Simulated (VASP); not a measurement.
Input of a VASP 6.6.1 run:

Contents of INCAR:

```
PREC     = Accurate       # precision mode
ENCUT    = 520            # plane-wave cutoff, eV
EDIFF    = 1E-6           # SCF threshold, eV
ISMEAR   = -1             # smearing method
SIGMA    = 0.1            # smearing width, eV
LREAL    = F              # projectors in reciprocal space
LASPH    = T              # aspherical terms in the spheres
NELM     = 100            # most SCF steps
ALGO     = Normal         # electronic algorithm
ISIF     = 2              # what is computed and relaxed
LWAVE    = F              # write WAVECAR
LCHARG   = T              # write CHGCAR
GGA      = PS             # functional
LELF     = T              # ELF
LVHAR    = T            
NBANDS   = 36             # bands
```

File KPOINTS:

```
regular mesh
0
Gamma
  10 10 4
```

File POSCAR:

```
Ge
1.0
    4.0504050000      0.0000000000      0.0000000000
   -2.0252020000      3.5077530000      0.0000000000
    0.0000000000      0.0000000000     10.9933590000
Ge
4
Direct
    0.0000000000      0.0000000000      0.9774520000
    0.0000000000      0.0000000000      0.4774520000
    0.3333333333      0.6666666667      0.9148480000
    0.6666666667      0.3333333333      0.4148480000
```

Potentials or basis: VASP PAW PBE potentials, release 64 (Ge_d).

The run is started by

```sh
$ cat potpaw_PBE.64/Ge_d/POTCAR > POTCAR
$ mpirun -np 1 vasp_std > vasp.out
```

(1) What does it give for the pressure?

(2) What does it give for the band gap on the k mesh?

Answers

(1) -1.6 GPa.

(2) 0.51 eV.

Caveat: semilocal functionals underestimate gaps, and a narrow one can read as zero; the PAW data sets were made with another functional, which shifts forces and pressure a little.
